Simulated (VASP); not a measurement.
Set up this calculation in VASP 6.6.1, as the native input.

```
Task                   : single point
Functional             : LDA
Potentials or basis    : VASP PAW LDA potentials, release 64 (Ga_d, N)
Cutoff                 : 520 eV
k mesh                 : 10 × 10 × 10
Occupations            : fermi-dirac, width 0.05 eV
Spin                   : non-collinear spin, zero start, spin-orbit coupling
Starting moments       : [[0.0, 0.0, 0.0], [0.0, 0.0, 0.0]] μB
Dipole correction      : no
Further INCAR settings : ALGO = Normal; EDIFF = 1e-06; NBANDS = 30
```

The structure of GaN lies in POSCAR:

```
GaN
1.0
    0.0000000000      2.2976981147      2.2976981147
    2.2976981147      0.0000000000      2.2976981147
    2.2976981147      2.2976981147      0.0000000000
Ga N
1 1
Direct
    0.0000000000      0.0000000000      0.0000000000
    0.2500000000      0.2500000000      0.2500000000
```

One way to write it, as run:

INCAR

```
  PREC = Accurate
  ENCUT = 520
  EDIFF = 1E-6
  ISMEAR = -1
  SIGMA = 0.05
  LREAL = F
  LASPH = T
  NELM = 150
  ALGO = Normal
  ISIF = 2
  LWAVE = F
  LCHARG = F
  MAGMOM = 0 0 0 0 0 0
  LORBIT = 11
  LSORBIT = T
  GGA_COMPAT = F
  LORBMOM = T
  NBANDS = 30
```

KPOINTS

```
Automatic mesh
0
Gamma
  10 10 10
```

Potentials or basis: VASP PAW LDA potentials, release 64 (Ga_d, N).

Run with:

```console
$ cat potpaw_LDA.64/Ga_d/POTCAR potpaw_LDA.64/N/POTCAR > POTCAR
$ mpirun -np 1 vasp_ncl > vasp.out
```

It gave:

```yaml
Pressure: -14.9 GPa
Net_moment: 0.00 μB per cell
Valence_electrons_inside_the_program's_atomic_spheres: Ga 11.78; N 3.65
```

Caveat: the cell stands under tension.

It took 82 s on 1 thread of AMD EPYC 7R13 Processor (Zen 3), on a shared host, peak memory 0.19 GiB.
